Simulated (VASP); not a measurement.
# SnO (Romarchite) (P4/nmm) in VASP: further runs

Runs on SnO (Romarchite). Level: PBE. Tasks: single point.

Program: VASP 6.6.1. These are calculated values, not measurements. Logs are shortened: lines on timing, memory, paths and dates and some standing lists are left out, and cuts for length are marked.

### Step 1. The cell of the first run

The structure is tetragonal, space group P4/nmm (No. 129). The conventional cell has a = 3.897 Å, b = 3.897 Å, c = 4.967 Å, α = 90.00°, β = 90.00°, γ = 90.00°. Sn (site symmetry 4mm) has 4 O at 2.28 Å within 3.0 Å. Within 3.0 Å of O (site symmetry -4m2) lie 4 Sn at 2.28 Å and 4 O at 2.76 Å.

### Step 2. Single point, PBE

The input, INCAR:

```
PREC = Accurate ; ENCUT = 520
EDIFF = 1E-6 ; ISMEAR = -1
SIGMA = 0.05 ; LREAL = F
LASPH = T ; NELM = 60
ALGO = Normal ; ISIF = 2
LWAVE = F ; LCHARG = F
GGA = PE ; NBANDS = 28
```

The input, KPOINTS:

```
Automatic mesh
0
Gamma
  5 5 4
```

The input, POSCAR:

```
SnO
1.0
    3.8973087786      0.0000000000      0.0000000000
    0.0000000000      3.8973087786      0.0000000000
    0.0000000000      0.0000000000      4.9665909376
Sn O
2 2
Direct
    0.5000000000      0.0000000000      0.2369000000
    0.0000000000      0.5000000000      0.7631000000
    0.0000000000      0.0000000000      0.0000000000
    0.5000000000      0.5000000000      0.0000000000
```

Potentials or basis: VASP PAW PBE potentials, release 64 (Sn_d, O).

On the command line:

```console
> cat potpaw_PBE.64/Sn_d/POTCAR potpaw_PBE.64/O/POTCAR > POTCAR
> mpirun -np 1 vasp_std > vasp.out
```

OUTCAR:

```text
PREC = Accurate
   ENCUT = 520
   EDIFF = 1E-6
   ISMEAR = -1
   LREAL = F
   LASPH = T
   NELM = 60
   ISIF = 2
   GGA = PE

 ion  position               nearest neighbor table
   1  0.500  0.000  0.237-   3 2.28   4 2.28   4 2.28   3 2.28   2 3.62   2 3.62   2 3.62   2 3.62

   2  0.000  0.500  0.763-   3 2.28   4 2.28   3 2.28   4 2.28   1 3.62   1 3.62   1 3.62   1 3.62

   3  0.000  0.000  0.000-   1 2.28   2 2.28   2 2.28   1 2.28
   4  0.500  0.500  0.000-   1 2.28   2 2.28   1 2.28   2 2.28

  LATTYP: Found a simple tetragonal cell.
 ALAT       =     3.8973087786
 C/A-ratio  =     1.2743642395

  Lattice vectors:

 A1 = (   3.8973087786,   0.0000000000,   0.0000000000)
 A2 = (   0.0000000000,   3.8973087786,   0.0000000000)
 A3 = (   0.0000000000,   0.0000000000,   4.9665909376)

Analysis of symmetry for initial positions (statically):
=====================================================================
 Subroutine PRICEL returns:
 Original cell was already a primitive cell.

 Routine SETGRP: Setting up the symmetry group for a
 simple tetragonal supercell.

 Subroutine GETGRP returns: Found 16 space group operations
 (whereof  8 operations were pure point group operations)
 out of a pool of 16 trial point group operations.

The static configuration has the point symmetry D_2d.
 The point group associated with its full space group is D_4h.

Analysis of symmetry for dynamics (positions and initial velocities):
=====================================================================
 Subroutine PRICEL returns:
 Original cell was already a primitive cell.

 Routine SETGRP: Setting up the symmetry group for a
 simple tetragonal supercell.

 Subroutine GETGRP returns: Found 16 space group operations
 (whereof  8 operations were pure point group operations)
 out of a pool of 16 trial point group operations.

The dynamic configuration has the point symmetry D_2d.
 The point group associated with its full space group is D_4h.

 Subroutine INISYM returns: Found 16 space group operations
 (whereof  8 operations are pure point group operations),
 and found     1 'primitive' translations

----------------------------------------------------------------------------------------

                                     Primitive cell

  volume of cell :      75.4376

  direct lattice vectors                    reciprocal lattice vectors
     3.897308779  0.000000000  0.000000000     0.256587316  0.000000000  0.000000000
     0.000000000  3.897308779  0.000000000     0.000000000  0.256587316  0.000000000
     0.000000000  0.000000000  4.966590938     0.000000000  0.000000000  0.201345352

  length of vectors
     3.897308779  3.897308779  4.966590938     0.256587316  0.256587316  0.201345352

  position of ions in fractional coordinates (direct lattice)
     0.500000000  0.000000000  0.236900000
     0.000000000  0.500000000  0.763100000
     0.000000000  0.000000000  0.000000000
     0.500000000  0.500000000  0.000000000

  ion indices of the primitive-cell ions
   primitive index   ion index
                 1           1
                 2           2
                 3           3
                 4           4

----------------------------------------------------------------------------------------

 KPOINTS: Automatic mesh

Automatic generation of k-mesh.
 Grid dimensions read from file:
 generate k-points for:    5    5    4

 Generating k-lattice:

  Cartesian coordinates                     Fractional coordinates (reciprocal lattice)
     0.051317463  0.000000000  0.000000000     0.200000000  0.000000000  0.000000000
     0.000000000  0.051317463  0.000000000     0.000000000  0.200000000  0.000000000
     0.000000000  0.000000000  0.050336338     0.000000000  0.000000000  0.250000000

  Length of vectors
     0.051317463  0.051317463  0.050336338

  Shift w.r.t. Gamma in fractional coordinates (k-lattice)
     0.000000000  0.000000000  0.000000000

 Subroutine IBZKPT returns following result:
 ===========================================

 Found     18 irreducible k-points:

 Following reciprocal coordinates:
            Coordinates               Weight
  0.000000  0.000000  0.000000      1.000000
  0.200000  0.000000  0.000000      4.000000
  0.400000  0.000000  0.000000      4.000000
  0.200000  0.200000  0.000000      4.000000
  0.400000  0.200000  0.000000      8.000000
  0.400000  0.400000  0.000000      4.000000
[... 10 lines left out ...]
  0.400000  0.200000  0.500000      8.000000
  0.400000  0.400000  0.500000      4.000000
   k-points           NKPTS =     18   k-points in BZ     NKDIM =     18   number of bands    NBANDS=     28
   number of dos      NEDOS =    301   number of ions     NIONS =      4
   total plane-waves  NPLWV =  36000
   dimension x,y,z NGX =    30 NGY =   30 NGZ =   40
   dimension x,y,z NGXF=    60 NGYF=   60 NGZF=   80
   ions per type =               2   2
   NGX,Y,Z   is equivalent  to a cutoff of  12.80, 12.80, 13.39 a.u.
   NGXF,Y,Z  is equivalent  to a cutoff of  25.59, 25.59, 26.78 a.u.
 SYSTEM =  unknown system
   PREC   = accura    normal or accurate (medium, high low for compatibility)
   ISTART =      0    job   : 0-new  1-cont  2-samecut
   ICHARG =      2    charge: 1-file 2-atom 10-const
   ISPIN  =      1    spin polarized calculation?
   LNONCOLLINEAR =      F non collinear calculations
   LSORBIT =      F    spin-orbit coupling
   LASPH  =      T    aspherical Exc in radial PAW
   ENCUT  =  520.0 eV  38.22 Ry    6.18 a.u.   7.25  7.25  9.23*2*pi/ulx,y,z
   NELM   =     60;   NELMIN=  2; NELMDL= -5     # of ELM steps
   EDIFF  = 0.1E-05   stopping-criterion for ELM
   LREAL  =      F    real-space projection
   EDIFFG = 0.1E-04   stopping-criterion for IOM
   NSW    =      0    number of steps for IOM
   IBRION =     -1    ionic relax: 0-MD 1-quasi-New 2-CG
   NFREE  =      0    steps in history (QN), initial steepest desc. (CG)
   ISIF   =      2    stress and relaxation
   ISYM   =      2    0-nonsym 1-usesym 2-fastsym
   POTIM  = 0.5000    time-step for ionic-motion
   TEBEG  =    0.0;   TEEND  =   0.0 temperature during run
   PSTRESS=    0.0 pullay stress
   NELECT =      40.0000    total number of electrons
   NUPDOWN=      -1.0000    fix difference up-down
   EMIN   =  10.00;   EMAX   =-10.00  energy-range for DOS
   EFERMI =   0.00;   METHOD = LEGACY
   ISMEAR =    -1;   SIGMA  =   0.05  broadening in eV -4-tet -1-fermi 0-gaus
   EFERMI_NEDOS =   21; number of points for ismear=-14 and -15
   IALGO  =     38    algorithm
   IMIX   =      4    mixing-type and parameters
     AMIX     =   0.40;   BMIX     =  1.00
     AMIX_MAG =   1.60;   BMIX_MAG =  1.00
  volume/ion in A,a.u.               =      18.86       127.27
  Fermi-wavevector in a.u.,A,eV,Ry     =   1.325050  2.503981 23.888519  1.755757
  Thomas-Fermi vector in A             =   2.454539
   LORBIT       =      0    0 simple, 1 ext, 2 COOP (PROOUT), +10 PAW based schemes
   GGA     = PE    functional components
   LHFCALC =     F    Hartree Fock is set to
   AEXX    =    0.0000 exact exchange contribution
   IVDW    =     0    specifies the selected vdW correction
   LEPSILON=     F    determine dielectric tensor
   LRPA    =     F    only Hartree local field effects (RPA)
 non-spin polarized calculation
  energy-cutoff  :      520.00
  volume of cell :       75.44
 maximum number of plane-waves:      2059
 NGX is ok and might be reduce to    30
   NGX = 15   NGY = 15   NGZ = 19

 number of electron      39.9999987 magnetization

 Free energy of the ion-electron system (eV)
  ---------------------------------------------------
  ext. energy  EPLUGINS =         0.00000000
  ---------------------------------------------------
  free energy    TOTEN  =       -22.70981938 eV

  energy without entropy =      -22.70979785  energy(sigma->0) =      -22.70980861

 E-fermi :   6.4567     XC(G=0):  -9.8800

 val. band max:        6.1160862426   @ k =   0.0000   0.0000   0.0000
 cond. band min:       6.8605234653   @ k =   0.4000   0.4000   0.0000
 fundamental gap:      0.7444372227
 Fermi energy:         6.4567376795

 k-point     1 :       0.0000    0.0000    0.0000
  band No.  band energies     occupation
      1     -15.5429      2.00000
      2     -15.2281      2.00000
      3     -15.2268      2.00000
      4     -15.2268      2.00000
      5     -15.2032      2.00000
      6     -15.1876      2.00000
[... 20 lines left out ...]
     27      12.8997      0.00000
     28      13.4211      0.00000

 k-point     2 :       0.2000    0.0000    0.0000
  band No.  band energies     occupation
      1     -15.5232      2.00000
      2     -15.2423      2.00000
      3     -15.2211      2.00000
      4     -15.2202      2.00000
      5     -15.2051      2.00000
      6     -15.1964      2.00000
[... 20 lines left out ...]
     27      13.2511      0.00000
     28      15.5821      0.00000

 k-point     3 :       0.4000    0.0000    0.0000
  band No.  band energies     occupation
      1     -15.4688      2.00000
      2     -15.3701      2.00000
      3     -15.2092      2.00000
      4     -15.2071      2.00000
      5     -15.2061      2.00000
      6     -15.1956      2.00000
[... 20 lines left out ...]
     27      13.9544      0.00000
     28      15.5813      0.00000

 k-point     4 :       0.2000    0.2000    0.0000
  band No.  band energies     occupation
      1     -15.5106      2.00000
      2     -15.2902      2.00000
      3     -15.2287      2.00000
      4     -15.2120      2.00000
      5     -15.2035      2.00000
      6     -15.2023      2.00000
[... 20 lines left out ...]
     27      14.5732      0.00000
     28      15.0776      0.00000

 k-point     5 :       0.4000    0.2000    0.0000
  band No.  band energies     occupation
      1     -15.4755      2.00000
      2     -15.4012      2.00000
      3     -15.2143      2.00000
      4     -15.2081      2.00000
      5     -15.2025      2.00000
      6     -15.2001      2.00000
[... 20 lines left out ...]
     27      13.9140      0.00000
     28      14.3438      0.00000

 k-point     6 :       0.4000    0.4000    0.0000
  band No.  band energies     occupation
      1     -15.4854      2.00000
      2     -15.4605      2.00000
      3     -15.2144      2.00000
      4     -15.2128      2.00000
      5     -15.1925      2.00000
      6     -15.1852      2.00000
[... 277 lines left out ...]
      5     -15.1962      2.00000
      6     -15.1954      2.00000
[... 20 lines left out ...]
     27      14.7054      0.00000
     28      15.7604      0.00000

 k-point    16 :       0.2000    0.2000    0.5000
  band No.  band energies     occupation
      1     -15.5039      2.00000
      2     -15.3026      2.00000
      3     -15.2217      2.00000
      4     -15.2179      2.00000
      5     -15.1996      2.00000
      6     -15.1903      2.00000
[... 20 lines left out ...]
     27      15.8499      0.00000
     28      16.2330      0.00000

 k-point    17 :       0.4000    0.2000    0.5000
  band No.  band energies     occupation
      1     -15.4708      2.00000
      2     -15.4019      2.00000
      3     -15.2227      2.00000
      4     -15.2176      2.00000
      5     -15.1933      2.00000
      6     -15.1919      2.00000
[... 20 lines left out ...]
     27      15.9822      0.00000
     28      16.2115      0.00000

 k-point    18 :       0.4000    0.4000    0.5000
  band No.  band energies     occupation
      1     -15.4655      2.00000
      2     -15.4410      2.00000
      3     -15.2127      2.00000
      4     -15.2056      2.00000
      5     -15.1876      2.00000
      6     -15.1850      2.00000
[... 20 lines left out ...]
     27      15.9220      0.00000
     28      16.0307      0.00000

------------------------ aborting loop because EDIFF is reached ----------------------------------------

  FORCE on cell =-STRESS in cart. coord.  units (eV):
  Direction    XX          YY          ZZ          XY          YZ          ZX
  --------------------------------------------------------------------------------------
  -------------------------------------------------------------------------------------
  Total       -0.9748016     -0.9748016     -0.7483038      0.0000000      0.0000000      0.0000000
  in kB      -20.7032628    -20.7032628    -15.8928027      0.0000000      0.0000000      0.0000000
  external PRESSURE =     -19.0997761 kB  Pullay stress =       0.0000000 kB

 VOLUME and BASIS-vectors are now :
 -----------------------------------------------------------------------------
  energy-cutoff  :      520.00
  volume of cell :       75.44
      direct lattice vectors                 reciprocal lattice vectors
     3.897308779  0.000000000  0.000000000     0.256587316  0.000000000  0.000000000
     0.000000000  3.897308779  0.000000000     0.000000000  0.256587316  0.000000000
     0.000000000  0.000000000  4.966590938     0.000000000  0.000000000  0.201345352

 POSITION                                       TOTAL-FORCE (eV/Angst)
 -----------------------------------------------------------------------------------
      1.94865      0.00000      1.17659         0.000000      0.000000     -0.431859
      0.00000      1.94865      3.79001         0.000000      0.000000      0.431859
      0.00000      0.00000      0.00000         0.000000      0.000000      0.000000
      1.94865      1.94865      0.00000         0.000000     -0.000000      0.000000
 -----------------------------------------------------------------------------------
    total drift:                                0.000000      0.000000     -0.000000

  FREE ENERGIE OF THE ION-ELECTRON SYSTEM (eV)
  ---------------------------------------------------
  free  energy   TOTEN  =       -22.7098193771 eV

  energy  without entropy=      -22.7097978474  energy(sigma->0) =      -22.70980861
```

Wall time 36 s (1 thread of AMD EPYC 7R43 (Zen 3), shared host); peak memory 0.16 GiB.

What came out:

```
Free energy            : -22.7098 eV
Pressure               : -1.9 GPa
Largest force          : 0.432 eV/Å
Band gap on the k mesh : 0.74 eV, indirect (least direct gap 1.99 eV)
```

Forces on the atoms (eV/Å):
```
Sn   0.000  0.000 -0.432
Sn   0.000  0.000  0.432
O    0.000  0.000  0.000
O    0.000  0.000  0.000
```

Caveat: spin-orbit coupling is left out, which moves the levels of the heavy elements.

(Continued in part 2 of 2.)
